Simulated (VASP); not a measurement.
Set up this calculation in VASP 6.6.1, as the native input.

```
Task                   : single point
Functional             : PBEsol
Potentials or basis    : VASP PAW PBE potentials, release 64 (Ta_pv, Si)
Cutoff                 : 520 eV
k mesh                 : 12 × 12 × 6
Occupations            : gaussian, width 0.15 eV
Spin                   : no spin polarisation
Dipole correction      : no
Further INCAR settings : ALGO = Normal; EDIFF = 1e-07; NBANDS = 38
```

The structure of TaSi2 lies in POSCAR:

```
TaSi2
1.0
    4.8798810202      0.0000000000      0.0000000000
   -2.4399405101      4.2261009310      0.0000000000
    0.0000000000      0.0000000000      6.7196787534
Ta Si
3 6
Direct
    0.5000000000      0.0000000000      0.5000000000
    0.5000000000      0.5000000000      0.8333333333
    0.0000000000      0.5000000000      0.1666666667
    0.1592675430      0.3185350860      0.5000000000
    0.8407324570      0.1592675430      0.8333333333
    0.6814649140      0.8407324570      0.1666666667
    0.8407324570      0.6814649140      0.5000000000
    0.1592675430      0.8407324570      0.8333333333
    0.3185350860      0.1592675430      0.1666666667
```

This cell differs from its parent crystal: strain +0.025 along x and y, +0.025 along z.

One way to write it, as run:

INCAR

```
SYSTEM = TaSi2
PREC = Accurate ; ENCUT = 520
EDIFF = 1E-7 ; ISMEAR = 0
SIGMA = 0.15 ; LREAL = .FALSE.
LASPH = .TRUE. ; NELM = 80
ALGO = Normal ; ISIF = 2
LWAVE = .FALSE. ; LCHARG = .FALSE.
GGA = PS ; NBANDS = 38
```

KPOINTS

```
Automatic mesh
0
G
  12 12 6
  0 0 0
```

Potentials or basis: VASP PAW PBE potentials, release 64 (Ta_pv, Si).

Launch:

```bash
$ cat potpaw_PBE.64/Ta_pv/POTCAR potpaw_PBE.64/Si/POTCAR > POTCAR
$ mpirun -np 1 vasp_std > vasp.out
```

Results of the run:

```yaml
Pressure: -12.3 GPa
Largest_force: 0.019 eV/Å
Band_gap_on_the_k_mesh: zero (an odd number of electrons rules out a gap without spin polarisation)
```

Caveat: the cell differs from its parent crystal (strain +0.025 along x and y, +0.025 along z); the cell stands under tension; the PAW data sets were made with another functional, which shifts forces and pressure a little; spin-orbit coupling is left out, which moves the levels of the heavy elements.

Run time: 5.6 min on 1 thread of Intel Xeon 8259CL (shared host), peak memory 0.45 GiB.
